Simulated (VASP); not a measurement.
# Gd (P6_3/mmc) in VASP: settings compared, part 3 of 3

VASP 6.6.1.

## 5. Single point, PBE, collinear spin, ferromagnetic start

This run uses another cell than the first one, of 33.10 Å³/atom.

INCAR

```
SYSTEM = Gd
PREC = Accurate
ENCUT = 520
EDIFF = 1E-6
ISMEAR = 0
SIGMA = 0.02
LREAL = .False.
LASPH = .True.
NELM = 150
ALGO = Normal
ISIF = 2
LWAVE = .False.
LCHARG = .False.
ISPIN = 2
MAGMOM = 7 7
LORBIT = 11
LMAXMIX = 6
GGA = PE
NBANDS = 29
```

KPOINTS

```
regular mesh
0
Gamma
  8 8 5
  0 0 0
```

POSCAR

```
Gd
1.0
    3.6360000000      0.0000000000      0.0000000000
   -1.8180000000      3.1488683682      0.0000000000
    0.0000000000      0.0000000000      5.7826000000
Gd
2
Direct
    0.6666666667      0.3333333333      0.7500000000
    0.3333333333      0.6666666667      0.2500000000
```

Potentials or basis: VASP PAW PBE potentials, release 64 (Gd).

Started as:

```
$ cat potpaw_PBE.64/Gd/POTCAR > POTCAR
$ mpirun -np 1 vasp_std > vasp.out
```

OUTCAR:

```text
SYSTEM = Gd
   PREC = Accurate
   ENCUT = 520
   EDIFF = 1E-6
   ISMEAR = 0
   LREAL = .False.
   LASPH = .True.
   NELM = 150
   ISIF = 2
   ISPIN = 2
   LORBIT = 11
   GGA = PE

 ion  position               nearest neighbor table
   1  0.667  0.333  0.750-
   2  0.333  0.667  0.250-

  LATTYP: Found a hexagonal cell.
 ALAT       =     3.6360000000
 C/A-ratio  =     1.5903740374

  Lattice vectors:

 A1 = (   3.6360000000,   0.0000000000,   0.0000000000)
 A2 = (  -1.8180000000,   3.1488683682,   0.0000000000)
 A3 = (   0.0000000000,   0.0000000000,   5.7826000000)

Analysis of symmetry for initial positions (statically):
=====================================================================
 Subroutine PRICEL returns:
 Original cell was already a primitive cell.
[... 971 lines left out ...]
      1     -39.1287      1.00000
      2     -39.0419      1.00000
      3     -17.8673      1.00000
      4     -17.1208      1.00000
      5     -17.1207      1.00000
      6     -16.9961      1.00000
[... 757 lines left out ...]
     28       5.3988      0.00000
     29       6.1603      0.00000

 [... further k-points ...]

------------------------ aborting loop because EDIFF is reached ----------------------------------------

  FORCE on cell =-STRESS in cart. coord.  units (eV):
  Direction    XX          YY          ZZ          XY          YZ          ZX
  --------------------------------------------------------------------------------------
  -------------------------------------------------------------------------------------
  Total        0.4910964      0.4910964      0.6751909      0.0000000      0.0000000     -0.0000000
  in kB       11.8843603     11.8843603     16.3393815      0.0000000      0.0000000     -0.0000000
  external PRESSURE =      13.3693674 kB  Pullay stress =       0.0000000 kB

 VOLUME and BASIS-vectors are now :
 -----------------------------------------------------------------------------
  energy-cutoff  :      520.00
  volume of cell :       66.21
      direct lattice vectors                 reciprocal lattice vectors
     3.636000000  0.000000000  0.000000000     0.275027503  0.158787203  0.000000000
    -1.818000000  3.148868368  0.000000000     0.000000000  0.317574405  0.000000000
     0.000000000  0.000000000  5.782600000     0.000000000  0.000000000  0.172932591

 POSITION                                       TOTAL-FORCE (eV/Angst)
 -----------------------------------------------------------------------------------
      1.81800      1.04962      4.33695        -0.000000     -0.000000      0.000000
     -0.00000      2.09925      1.44565         0.000000      0.000000      0.000000
 -----------------------------------------------------------------------------------
    total drift:                                0.000000     -0.000000      0.000000

  FREE ENERGIE OF THE ION-ELECTRON SYSTEM (eV)
  ---------------------------------------------------
  free  energy   TOTEN  =       -23.4115771039 eV

  energy  without entropy=      -23.4112017431  energy(sigma->0) =      -23.41138942

 total charge

# of ion       s       p       d       f       tot
--------------------------------------------------
    1        2.074   5.569   0.569   6.979  15.191
    2        2.074   5.569   0.569   6.979  15.191
--------------------------------------------------
tot          4.148  11.137   1.138  13.958  30.382

 magnetization (x)

# of ion       s       p       d       f       tot
--------------------------------------------------
    1        0.004  -0.053   0.207   6.824   6.982
    2        0.004  -0.053   0.207   6.824   6.982
--------------------------------------------------
tot          0.008  -0.106   0.414  13.649  13.965
```

OSZICAR:

```text
N       E                     dE             d eps       ncg     rms          rms(c)
DAV:   1     0.258012071637E+03    0.25801E+03   -0.12220E+04  4797   0.611E+03
[... 29 lines left out ...]
DAV:  31    -0.234122669261E+02    0.64448E-04   -0.83473E-05  6928   0.707E-02    0.530E+00
DAV:  32    -0.234121043715E+02    0.16255E-03   -0.63162E-05  5315   0.165E-01    0.480E+00
DAV:  33    -0.234118759431E+02    0.22843E-03   -0.16899E-04  5641   0.301E-01    0.403E+00
DAV:  34    -0.234116426202E+02    0.23332E-03   -0.33158E-04  5805   0.366E-01    0.254E+00
DAV:  35    -0.234115858493E+02    0.56771E-04   -0.16579E-04  6454   0.207E-01    0.196E+00
DAV:  36    -0.234115769686E+02    0.88808E-05   -0.51289E-05  6848   0.781E-02    0.178E+00
DAV:  37    -0.234115771039E+02   -0.13529E-06   -0.82623E-06  4460   0.137E-02
   1 F= -.23411577E+02 E0= -.23411389E+02  d E =-.375361E-03  mag=    15.1889
```

stdout:

```text
POSCAR found type information on POSCAR Gd
 POSCAR found :  1 types and       2 ions
 scaLAPACK will be used
 LDA part: xc-table for (Slater+PW92), standard interpolation
 POSCAR, INCAR and KPOINTS ok, starting setup
 FFT: planning ... GRIDC
 FFT: planning ... GRID_SOFT
 FFT: planning ... GRID
 WAVECAR not read
 entering main loop
```

It took 12 min on 1 thread of Intel Xeon 8259CL, shared host; peak memory 0.28 GiB.

What came out:

```yaml
Free_energy: -23.4116 eV
Pressure: 1.3 GPa
Net_moment: 15.19 μB per cell
Site_moments: Gd +6.98 μB
Valence_electrons_inside_the_program's_atomic_spheres: Gd 15.19
```

Stress tensor (GPa, compression positive):
```
1.19 0.00 0.00
0.00 1.19 0.00
0.00 0.00 1.63
```

Levels at points of the mesh, in eV from the Fermi level:
Spin up:
| k point | band 22 | band 23 | band 24 | band 25 | band 26 | band 27 | band 28 | band 29 |
| --- | --- | --- | --- | --- | --- | --- | --- | --- |
| (0.00, 0.00, 0.00) | -4.82 | -4.82 | -2.49 | 1.05 | 1.33 | 1.33 | 1.49 | 1.95 |
| (0.50, 0.00, 0.00) | -4.83 | -2.17 | -1.74 | -1.29 | -0.10 | 1.06 | 1.09 | 1.78 |
Spin down:
| k point | band 7 | band 8 | band 9 | band 10 | band 11 | band 12 | band 13 | band 14 |
| --- | --- | --- | --- | --- | --- | --- | --- | --- |
| (0.00, 0.00, 0.00) | -19.97 | -19.96 | -4.19 | -1.46 | 0.30 | 0.33 | 0.39 | 0.44 |
| (0.50, 0.00, 0.00) | -20.18 | -20.06 | -1.08 | -0.93 | -0.61 | 0.34 | 0.39 | 0.46 |

Caveat: spin-orbit coupling is left out, which moves the levels of the heavy elements; semilocal functionals describe open f shells poorly, which spoils levels, moments and volumes.

## 6. Single point, PBE, collinear spin, ferromagnetic start

This run uses another cell than the first one, of 33.10 Å³/atom.

INCAR

```
SYSTEM = Gd
PREC = Accurate ; ENCUT = 520
EDIFF = 1E-6 ; ISMEAR = 0
SIGMA = 0.028000000000000004 ; LREAL = .False.
LASPH = .True. ; NELM = 150
ALGO = Normal ; ISIF = 2
LWAVE = .False. ; LCHARG = .False.
ISPIN = 2 ; MAGMOM = 7 7
LORBIT = 11 ; LMAXMIX = 6
GGA = PE ; NBANDS = 29
```

KPOINTS is that of step 5.

POSCAR is that of step 5.

Potentials or basis: VASP PAW PBE potentials, release 64 (Gd).

Started as:

```
$ cat potpaw_PBE.64/Gd/POTCAR > POTCAR
$ mpirun -np 1 vasp_std > vasp.out
```

It took 9.2 min on 1 thread of Intel Xeon 8259CL, shared host; peak memory 0.28 GiB.

It converged, with:

* Free energy: -23.4118 eV
* Pressure: 0.3 GPa
* Net moment: 15.20 μB per cell
* Site moments: Gd +6.99 μB
* Valence electrons inside the program's atomic spheres: Gd 15.19

Stress tensor (GPa, compression positive):
```
0.16 0.00 0.00
0.00 0.16 0.00
0.00 0.00 0.53
```

Levels at points of the mesh, in eV from the Fermi level:
Spin up:
```tsv
k point	band 24	band 25	band 26	band 27	band 28	band 29
(0.00, 0.00, 0.00)	-2.49	1.04	1.33	1.33	1.49	1.95
(0.50, 0.00, 0.00)	-1.74	-1.29	-0.11	1.06	1.09	1.78
```
Spin down:
```tsv
k point	band 6	band 7	band 8	band 9	band 10	band 11	band 12	band 13	band 14	band 15
(0.00, 0.00, 0.00)	-19.96	-19.96	-19.95	-4.19	-1.46	0.31	0.35	0.40	0.45	0.45
(0.50, 0.00, 0.00)	-20.27	-20.17	-20.06	-1.08	-0.93	-0.61	0.35	0.40	0.47	0.47
```

Caveat: spin-orbit coupling is left out, which moves the levels of the heavy elements; semilocal functionals describe open f shells poorly, which spoils levels, moments and volumes. The state reached can hang on the start; a lower one may exist.

## 7. The runs side by side

```csv
level,spin,cell,k mesh,smearing,gap on the mesh (eV),pressure (GPa),moment (μB)
r2SCAN,"collinear, ferromagnetic start","a = 3.660, b = 3.660, c = 5.821 Å, angles 90.0, 90.0, 120.0°, 2 atoms",8 × 8 × 5,fermi-dirac 0.05 eV,none,0.0,15.87
r2SCAN,"collinear, ferromagnetic start","a = 3.684, b = 3.684, c = 5.859 Å, angles 90.0, 90.0, 120.0°, 2 atoms",8 × 8 × 5,fermi-dirac 0.05 eV,none,-0.7,15.88
LDA,"non-collinear, typed start, SOC","a = 3.636, b = 3.636, c = 5.783 Å, angles 90.0, 90.0, 120.0°, 2 atoms",6 × 6 × 4,fermi-dirac 0.05 eV,-,-3.9,14.65
PBE,"collinear, ferromagnetic start","a = 3.636, b = 3.636, c = 5.783 Å, angles 90.0, 90.0, 120.0°, 2 atoms",8 × 8 × 5,gaussian 0.02 eV,none,1.3,15.19
PBE,"collinear, ferromagnetic start","a = 3.636, b = 3.636, c = 5.783 Å, angles 90.0, 90.0, 120.0°, 2 atoms",8 × 8 × 5,gaussian 0.028 eV,none,0.3,15.20
```

Alike in all rows: task single point; potentials or basis VASP PAW PBE potentials, release 64 (Gd); cutoff (eV) 520.

Caveats: semilocal functionals describe open f shells poorly, which spoils levels, moments and volumes; spin-orbit coupling is left out, which moves the levels of the heavy elements (at least some runs); the PAW data sets were made with another functional, which shifts forces and pressure a little (at least some runs); the cell stands under tension (at least some runs).

Absolute energies hang on the potentials; compare differences alone.
